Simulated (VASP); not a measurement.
# MnSi in VASP: further runs

MnSi is run at these levels: PBE; tasks: single point, relaxation of cell and atoms.

All numbers are computed with VASP 6.6.1; they aren't measurements. Logs are shortened: lines on timing, memory, paths and dates and some standing lists are left out, and cuts for length are marked.

### Step 1. The cell of the first run

Symmetry: P4/mmm, No. 123, tetragonal system. The conventional cell has a = 2.654 Å, b = 2.654 Å, c = 3.240 Å, α = 90.00°, β = 90.00°, γ = 90.00°. Within 3.3 Å of Mn (site symmetry 4/mmm) lie 8 Si at 2.48 Å and 6 Mn at 2.65 to 3.24 Å. Si (site symmetry 4/mmm) has 8 Mn at 2.48 Å and 6 Si at 2.65 to 3.24 Å within 3.3 Å.

### Step 2. Single point, PBE, collinear spin, ferromagnetic start

Contents of INCAR:

```
SYSTEM = MnSi
PREC = Accurate
ENCUT = 520
EDIFF = 1E-7
ISMEAR = 0
SIGMA = 0.1
LREAL = .False.
LASPH = .True.
NELM = 150
ALGO = Normal
ISIF = 2
LWAVE = .False.
LCHARG = .True.
ISPIN = 2
MAGMOM = 1.65 0
LORBIT = 11
LMAXMIX = 4
GGA = PE
LELF = .True.
LVHAR = .True.
NBANDS = 20
```

Contents of KPOINTS:

```
Automatic mesh
0
Gamma
  6 6 6
  0 0 0
```

Contents of POSCAR:

```
MnSi
1.0
    2.6542766523      0.0000000000      0.0000000000
    0.0000000000      2.6542766523      0.0000000000
    0.0000000000      0.0000000000      3.2403999662
Mn Si
1 1
Direct
    0.5000000000      0.5000000000      0.5000000000
    0.0000000000      0.0000000000      0.0000000000
```

Potentials or basis: VASP PAW PBE potentials, release 64 (Mn_pv, Si).

Started as:

```sh
cat potpaw_PBE.64/Mn_pv/POTCAR potpaw_PBE.64/Si/POTCAR > POTCAR
mpirun -np 1 vasp_std > vasp.out
```

OUTCAR:

```text
SYSTEM = MnSi
   PREC = Accurate
   ENCUT = 520
   EDIFF = 1E-7
   ISMEAR = 0
   LREAL = .False.
   LASPH = .True.
   NELM = 150
   ISIF = 2
   ISPIN = 2
   LORBIT = 11
   GGA = PE

 ion  position               nearest neighbor table
   1  0.500  0.500  0.500-   2 2.48   2 2.48   2 2.48   2 2.48   2 2.48   2 2.48   2 2.48   2 2.48

   2  0.000  0.000  0.000-   1 2.48   1 2.48   1 2.48   1 2.48   1 2.48   1 2.48   1 2.48   1 2.48

  LATTYP: Found a simple tetragonal cell.
 ALAT       =     2.6542766523
 C/A-ratio  =     1.2208222392

  Lattice vectors:

 A1 = (   2.6542766523,   0.0000000000,   0.0000000000)
 A2 = (   0.0000000000,   2.6542766523,   0.0000000000)
 A3 = (   0.0000000000,   0.0000000000,   3.2403999662)

Analysis of symmetry for initial positions (statically):
=====================================================================
 Subroutine PRICEL returns:
 Original cell was already a primitive cell.

 Routine SETGRP: Setting up the symmetry group for a
 simple tetragonal supercell.

 Subroutine GETGRP returns: Found 16 space group operations
 (whereof 16 operations were pure point group operations)
 out of a pool of 16 trial point group operations.

The static configuration has the point symmetry D_4h.

Analysis of symmetry for dynamics (positions and initial velocities):
=====================================================================
 Subroutine PRICEL returns:
 Original cell was already a primitive cell.

 Routine SETGRP: Setting up the symmetry group for a
 simple tetragonal supercell.

 Subroutine GETGRP returns: Found 16 space group operations
 (whereof 16 operations were pure point group operations)
 out of a pool of 16 trial point group operations.

The dynamic configuration has the point symmetry D_4h.

Analysis of structural, dynamic, and magnetic symmetry:
=====================================================================
 Subroutine PRICEL returns:
 Original cell was already a primitive cell.

 Routine SETGRP: Setting up the symmetry group for a
 simple tetragonal supercell.

 Subroutine GETGRP returns: Found 16 space group operations
 (whereof 16 operations were pure point group operations)
 out of a pool of 16 trial point group operations.

The overall configuration has the point symmetry D_4h.

 Subroutine INISYM returns: Found 16 space group operations
 (whereof 16 operations are pure point group operations),
 and found     1 'primitive' translations

----------------------------------------------------------------------------------------

[... 116 lines left out ...]
   LORBIT       =     11    0 simple, 1 ext, 2 COOP (PROOUT), +10 PAW based schemes
   GGA     = PE    functional components
   LHFCALC =     F    Hartree Fock is set to
   AEXX    =    0.0000 exact exchange contribution
   IVDW    =     0    specifies the selected vdW correction
   LEPSILON=     F    determine dielectric tensor
   LRPA    =     F    only Hartree local field effects (RPA)
 spin polarized calculation
 Gauss-broadening in eV      SIGMA  =   0.10
  energy-cutoff  :      520.00
  volume of cell :       22.83
 maximum number of plane-waves:       626
 NGX is ok and might be reduce to    20

 number of electron      17.0000025 magnetization       1.4525882

 Free energy of the ion-electron system (eV)
  ---------------------------------------------------
  ext. energy  EPLUGINS =         0.00000000
  ---------------------------------------------------
  free energy    TOTEN  =       -14.92969196 eV

  energy without entropy =      -14.92060297  energy(sigma->0) =      -14.92514746

 E-fermi :  11.7268     XC(G=0): -12.8816

 val. band max:       11.6842854081   @ k =   0.5000   0.1667   0.3333
 cond. band min:      11.7299785291   @ k =   0.1667   0.1667   0.3333
 fundamental gap:      0.0456931210
 Fermi energy:        11.7268456167

 spin component 1

 k-point     1 :       0.0000    0.0000    0.0000
  band No.  band energies     occupation
      1     -36.8290      1.00000
      2     -36.7442      1.00000
      3     -36.7442      1.00000
      4      -1.7382      1.00000
      5       7.8474      1.00000
      6       8.5656      1.00000
[... 541 lines left out ...]
     19      31.6077      0.00000
     20      32.0169      0.00000

 [... further k-points ...]

 spin component 2

 k-point     1 :       0.0000    0.0000    0.0000
  band No.  band energies     occupation
      1     -35.2770      1.00000
      2     -35.1602      1.00000
      3     -35.1602      1.00000
      4      -1.7102      1.00000
      5       8.8026      1.00000
      6       9.1636      1.00000
[... 541 lines left out ...]
     19      31.6006      0.00000
     20      32.3280      0.00000

 [... further k-points ...]

------------------------ aborting loop because EDIFF is reached ----------------------------------------

  FORCE on cell =-STRESS in cart. coord.  units (eV):
  Direction    XX          YY          ZZ          XY          YZ          ZX
  --------------------------------------------------------------------------------------
  -------------------------------------------------------------------------------------
  Total        0.0101689      0.0101689      0.0628043      0.0000000      0.0000000      0.0000000
  in kB        0.7136647      0.7136647      4.4076710      0.0000000      0.0000000      0.0000000
  external PRESSURE =       1.9450002 kB  Pullay stress =       0.0000000 kB

 VOLUME and BASIS-vectors are now :
 -----------------------------------------------------------------------------
  energy-cutoff  :      520.00
  volume of cell :       22.83
      direct lattice vectors                 reciprocal lattice vectors
     2.654276652  0.000000000  0.000000000     0.376750479  0.000000000  0.000000000
     0.000000000  2.654276652  0.000000000     0.000000000  0.376750479  0.000000000
     0.000000000  0.000000000  3.240399966     0.000000000  0.000000000  0.308603879

 POSITION                                       TOTAL-FORCE (eV/Angst)
 -----------------------------------------------------------------------------------
      1.32714      1.32714      1.62020         0.000000      0.000000      0.000000
      0.00000      0.00000      0.00000         0.000000      0.000000      0.000000
 -----------------------------------------------------------------------------------
    total drift:                               -0.000000      0.000000      0.000000

  FREE ENERGIE OF THE ION-ELECTRON SYSTEM (eV)
  ---------------------------------------------------
  free  energy   TOTEN  =       -14.9296919601 eV

  energy  without entropy=      -14.9206029663  energy(sigma->0) =      -14.92514746

 total charge

# of ion       s       p       d       tot
------------------------------------------
    1        0.337   6.348   5.315  12.000
    2        0.712   0.894   0.000   1.606
--------------------------------------------------
tot          1.049   7.242   5.315  13.606

 magnetization (x)

# of ion       s       p       d       tot
------------------------------------------
    1        0.010   0.017   1.473   1.500
    2       -0.016  -0.043   0.000  -0.059
--------------------------------------------------
tot         -0.006  -0.026   1.473   1.441
```

OSZICAR:

```text
N       E                     dE             d eps       ncg     rms          rms(c)
DAV:   1     0.125352430064E+03    0.12535E+03   -0.88643E+03  3264   0.948E+02
DAV:   2    -0.121505049381E+02   -0.13750E+03   -0.12938E+03  3288   0.275E+02
DAV:   3    -0.168386349946E+02   -0.46881E+01   -0.46189E+01  3692   0.538E+01
DAV:   4    -0.168762547270E+02   -0.37620E-01   -0.37605E-01  3568   0.483E+00
DAV:   5    -0.168766868493E+02   -0.43212E-03   -0.43211E-03  3608   0.506E-01    0.174E+01
DAV:   6    -0.182928070881E+02   -0.14161E+01   -0.14590E+01  3416   0.520E+01    0.167E+01
DAV:   7    -0.149352982537E+02    0.33575E+01   -0.51753E+00  3424   0.318E+01    0.320E+00
DAV:   8    -0.149282164415E+02    0.70818E-02   -0.92617E-02  3520   0.220E+00    0.153E+00
DAV:   9    -0.149291116258E+02   -0.89518E-03   -0.10828E-02  3692   0.920E-01    0.734E-01
DAV:  10    -0.149297484511E+02   -0.63683E-03   -0.15339E-03  3688   0.310E-01    0.335E-01
DAV:  11    -0.149296676069E+02    0.80844E-04   -0.28096E-04  3720   0.166E-01    0.131E-01
DAV:  12    -0.149296885554E+02   -0.20949E-04   -0.58297E-05  3452   0.674E-02    0.591E-02
DAV:  13    -0.149296930324E+02   -0.44770E-05   -0.51228E-06  3652   0.193E-02    0.144E-02
DAV:  14    -0.149296926990E+02    0.33342E-06   -0.82707E-07  3440   0.787E-03    0.512E-03
DAV:  15    -0.149296921578E+02    0.54115E-06   -0.29731E-07  3496   0.518E-03    0.212E-03
DAV:  16    -0.149296919807E+02    0.17712E-06   -0.42595E-08  1856   0.165E-03    0.851E-04
DAV:  17    -0.149296919601E+02    0.20585E-07   -0.35237E-09  1764   0.485E-04
   1 F= -.14929692E+02 E0= -.14925147E+02  d E =-.908899E-02  mag=     1.4526
```

Wall time 14 s (1 thread of Intel Xeon 6975P-C (Granite Rapids), shared host); peak memory 0.15 GiB.

Results:

```
Free energy                                           : -14.9297 eV
Pressure                                              : 0.2 GPa
Net moment                                            : 1.45 μB per cell
Site moments                                          : Mn +1.50; Si -0.06 μB
Valence electrons inside the program's atomic spheres : Mn 12.00; Si 1.61
```

Stress tensor (GPa, compression positive):
```
0.07 0.00 0.00
0.00 0.07 0.00
0.00 0.00 0.44
```

Caveat: the k points lie up to 0.39 Å⁻¹ apart.

### Step 3. Single point, PBE, collinear spin, ferromagnetic start

This run uses another cell than the first one: it holds 4 atoms, not 2.

Contents of INCAR:

```
ALGO = Normal ; EDIFF = 1E-6
ENCUT = 520 ; GGA = PE
ISIF = 2 ; ISMEAR = 0
ISPIN = 2 ; LASPH = True
LCHARG = False ; LMAXMIX = 4
LORBIT = 11 ; LREAL = False
LWAVE = False ; MAGMOM = 1.13 1.13 0 0
NBANDS = 29 ; NELM = 150
PREC = Accurate ; SIGMA = 0.1
```

Contents of KPOINTS:

```
k-points
0
Gamma
  6 6 4
```

Contents of POSCAR:

```
MnSi
1.0
    3.7671826354      0.0000000000      0.0000000000
    0.0000000000      3.7671826354      0.0000000000
    0.0000000000      0.0000000000      3.2309033016
Mn Si
2 2
Direct
    0.0000000000      0.5000000000      0.4999316167
    0.5000000000      0.0000000000      0.5000683833
    0.0000000000      0.0000000000      0.0000000000
    0.5000000000      0.5000000000      0.0000000000
```

Potentials or basis: VASP PAW PBE potentials, release 64 (Mn_pv, Si).

Started as:

```sh
cat potpaw_PBE.64/Mn_pv/POTCAR potpaw_PBE.64/Si/POTCAR > POTCAR
mpirun -np 1 vasp_std > vasp.out
```

Run time: 28 s. Hardware: 1 thread of Intel Xeon 6975P-C (Granite Rapids), shared host; peak memory 0.19 GiB.

Results (log left out):

```
Free energy                                           : -29.8429 eV
Pressure                                              : 0.0 GPa
Net moment                                            : 3.05 μB per cell
Site moments                                          : Mn +1.54; Si -0.05 μB
Valence electrons inside the program's atomic spheres : Mn 11.99; Si 1.61
```

Forces in eV/Å, atoms in the order of the input:
```
Mn   0.000  0.000  0.002
Mn   0.000  0.000 -0.002
Si   0.000  0.000  0.000
Si   0.000  0.000  0.000
```

Stress tensor (GPa, compression positive):
```
 0.11  0.00  0.00
 0.00  0.11  0.00
 0.00  0.00 -0.08
```

Levels at points of the mesh, in eV from the Fermi level:
Spin up:
| k point | band 14 | band 15 | band 16 | band 17 | band 18 | band 19 | band 20 | band 21 | band 22 | band 23 |
| --- | --- | --- | --- | --- | --- | --- | --- | --- | --- | --- |
| (0.00, 0.00, 0.00) | -2.42 | -2.42 | -0.80 | -0.80 | -0.55 | -0.54 | 0.92 | 2.09 | 4.00 | 5.29 |
| (0.50, 0.00, 0.00) | -2.67 | -1.72 | -1.72 | -1.63 | -1.63 | 1.29 | 1.29 | 3.16 | 3.16 | 4.13 |
| (0.50, 0.50, 0.00) | -2.63 | -1.86 | -1.86 | -0.52 | -0.52 | 1.21 | 1.21 | 5.79 | 5.79 | 6.30 |
| (0.00, 0.00, 0.50) | -1.57 | -1.57 | -0.95 | -0.49 | -0.34 | 0.93 | 1.47 | 2.42 | 2.42 | 3.51 |
| (0.50, 0.00, 0.50) | -1.76 | -1.61 | -1.61 | -0.98 | -0.98 | -0.59 | -0.59 | 3.18 | 3.18 | 4.05 |
| (0.50, 0.50, 0.50) | -3.48 | -1.68 | -1.68 | -1.02 | -1.02 | -0.54 | -0.54 | 1.85 | 1.85 | 3.01 |
Spin down:
```csv
k point,band 11,band 12,band 13,band 14,band 15,band 16,band 17,band 18,band 19,band 20
"(0.00, 0.00, 0.00)",-2.92,-2.61,-2.37,-1.32,-1.32,-0.47,0.53,0.53,1.65,1.82
"(0.50, 0.00, 0.00)",-3.00,-3.00,-1.85,-1.85,-0.43,-0.43,-0.09,-0.09,1.78,1.78
"(0.50, 0.50, 0.00)",-2.75,-2.75,-1.54,-1.54,0.01,0.01,0.85,0.85,2.37,2.37
"(0.00, 0.00, 0.50)",-4.65,-2.11,-1.76,-0.44,-0.44,0.60,1.36,1.64,1.71,1.83
"(0.50, 0.00, 0.50)",-3.31,-3.31,-1.08,-1.08,-0.12,-0.12,0.11,0.11,1.01,1.01
"(0.50, 0.50, 0.50)",-4.05,-4.05,-2.89,-2.89,0.25,0.25,0.29,0.29,1.06,1.06
```

Caveat: the k points lie up to 0.49 Å⁻¹ apart.

### Step 4. Relaxation of cell and atoms, PBE, collinear spin, ferromagnetic start

This run uses another cell than the first one, of 11.46 Å³/atom.

Contents of INCAR:

```
SYSTEM = MnSi
  PREC = Accurate
  ENCUT = 600
  EDIFF = 1E-7
  ISMEAR = 0
  SIGMA = 0.1
  LREAL = .False.
  LASPH = .True.
  NELM = 150
  ALGO = Normal
  ISIF = 3
  LWAVE = .False.
  LCHARG = .False.
  ISPIN = 2
  MAGMOM = 1.65 0
  LORBIT = 11
  LMAXMIX = 4
  GGA = PE
  IBRION = 2
  NSW = 90
  EDIFFG = -0.04
```

Contents of KPOINTS:

```
Automatic mesh
0
Gamma
  6 6 6
  0 0 0
```

Contents of POSCAR:

```
MnSi
1.0
    2.6638003875      0.0000000000      0.0000000000
    0.0000000000      2.6638003875      0.0000000000
    0.0000000000      0.0000000000      3.2309033016
Mn Si
1 1
Direct
    0.5000000000      0.5000000000      0.5000000000
    0.0000000000      0.0000000000      0.0000000000
```

Potentials or basis: VASP PAW PBE potentials, release 64 (Mn_pv, Si).

Started as:

```sh
cat potpaw_PBE.64/Mn_pv/POTCAR potpaw_PBE.64/Si/POTCAR > POTCAR
mpirun -np 1 vasp_std > vasp.out
```

OUTCAR:

```text
SYSTEM = MnSi
   PREC = Accurate
   ENCUT = 600
   EDIFF = 1E-7
   ISMEAR = 0
   LREAL = .False.
   LASPH = .True.
   NELM = 150
   ISIF = 3
   ISPIN = 2
   LORBIT = 11
   GGA = PE
   IBRION = 2
   NSW = 90
   EDIFFG = -0.04

 ion  position               nearest neighbor table
   1  0.500  0.500  0.500-   2 2.48   2 2.48   2 2.48   2 2.48   2 2.48   2 2.48   2 2.48   2 2.48

   2  0.000  0.000  0.000-   1 2.48   1 2.48   1 2.48   1 2.48   1 2.48   1 2.48   1 2.48   1 2.48

  LATTYP: Found a simple tetragonal cell.
 ALAT       =     2.6638003875
 C/A-ratio  =     1.2128924212

  Lattice vectors:

 A1 = (   2.6638003875,   0.0000000000,   0.0000000000)
 A2 = (   0.0000000000,   2.6638003875,   0.0000000000)
 A3 = (   0.0000000000,   0.0000000000,   3.2309033016)

Analysis of symmetry for initial positions (statically):
=====================================================================
 Subroutine PRICEL returns:
 Original cell was already a primitive cell.

 Routine SETGRP: Setting up the symmetry group for a
[... 653 lines left out ...]
      9      10.9165      1.00000
     10      11.8302      0.07375
     11      14.2114      0.00000
     12      15.1952      0.00000
     13      21.4457      0.00000

 [... further k-points ...]

 spin component 2

 k-point     1 :       0.0000    0.0000    0.0000
  band No.  band energies     occupation
      1     -35.2843      1.00000
      2     -35.1682      1.00000
      3     -35.1682      1.00000
      4      -1.7006      1.00000
      5       8.8121      1.00000
      6       9.1582      1.00000
      7      11.2943      1.00000
      8      12.2857      0.00000
      9      12.2857      0.00000
     10      13.4327      0.00000
     11      17.1850      0.00000
     12      17.1850      0.00000
     13      19.0294      0.00000
[... 397 lines left out ...]
  FREE ENERGIE OF THE ION-ELECTRON SYSTEM (eV)
  ---------------------------------------------------
  free  energy   TOTEN  =       -14.9294410539 eV

  energy  without entropy=      -14.9204460345  energy(sigma->0) =      -14.92494354

 reached required accuracy - stopping structural energy minimisation

 total charge

# of ion       s       p       d       tot
------------------------------------------
    1        0.337   6.348   5.318  12.002
    2        0.712   0.894   0.000   1.606
--------------------------------------------------
tot          1.049   7.242   5.318  13.609

 magnetization (x)

# of ion       s       p       d       tot
------------------------------------------
    1        0.010   0.016   1.445   1.471
    2       -0.016  -0.043   0.000  -0.059
--------------------------------------------------
tot         -0.006  -0.026   1.445   1.413
```

It took 26 s on 1 thread of Intel Xeon 6975P-C (Granite Rapids), shared host; peak memory 0.17 GiB.

Results:

| Property | Result |
| --- | --- |
| Free energy | -14.9294 eV |
| Relaxed volume | 11.40 Å³/atom |
| Relaxed cell | a = 2.658 Å, b = 2.658 Å, c = 3.229 Å, α = 90.00°, β = 90.00°, γ = 90.00° |
| Space group after relaxing (to 0.1 Å) | P4/mmm (No. 123) |
| Energy gained by relaxing | 0.2 meV/atom |
| Ionic steps | 3 |
| Pressure after relaxing | 0.1 GPa |
| Net moment | 1.42 μB per cell |
| Site moments | Mn +1.47; Si -0.06 μB |
| Valence electrons inside the program's atomic spheres | Mn 12.00; Si 1.61 |

Stress tensor (GPa, compression positive):
```
-0.05  0.00  0.00
 0.00 -0.05  0.00
 0.00  0.00  0.33
```

The path:
```csv
step,energy change (eV),largest force (eV/Å),pressure (GPa),volume (Å³)
1,0.0000,0.0000,-0.85,22.93
2,-0.0002,0.0000,0.79,22.72
3,-0.0004,0.0000,0.08,22.81
```

Final structure:
```
CELL_PARAMETERS angstrom
2.65796 0.00000 0.00000
0.00000 2.65796 0.00000
0.00000 0.00000 3.22862
ATOMIC_POSITIONS crystal
Mn 0.50000 0.50000 0.50000
Si 0.00000 0.00000 0.00000
```

Caveat: the k points lie up to 0.39 Å⁻¹ apart in the final cell.

### Step 5. The runs side by side

```csv
task,cell,k mesh,cutoff (eV),gap on the mesh (eV),pressure (GPa),moment (μB)
single point,"a = 2.654, b = 2.654, c = 3.240 Å, 2 atoms, atomic positions A",6 × 6 × 6,520,none,0.2,1.45
single point,"a = 3.767, b = 3.767, c = 3.231 Å, 4 atoms, atomic positions B",6 × 6 × 4,520,none,0.0,3.05
relaxation of cell and atoms,"relaxed from a = 2.664, b = 2.664, c = 3.231 Å, 2 atoms, atomic positions A",6 × 6 × 6,600,none,0.1,1.42
```

Alike in all rows: level PBE; potentials or basis VASP PAW PBE potentials, release 64 (Mn_pv, Si); spin collinear, ferromagnetic start; smearing gaussian 0.1 eV.

Caveats: all runs use coarse meshes.

Absolute energies hang on the potentials; compare differences alone.

The gap in the log of VASP goes by the Fermi energy; the results here count the filled bands.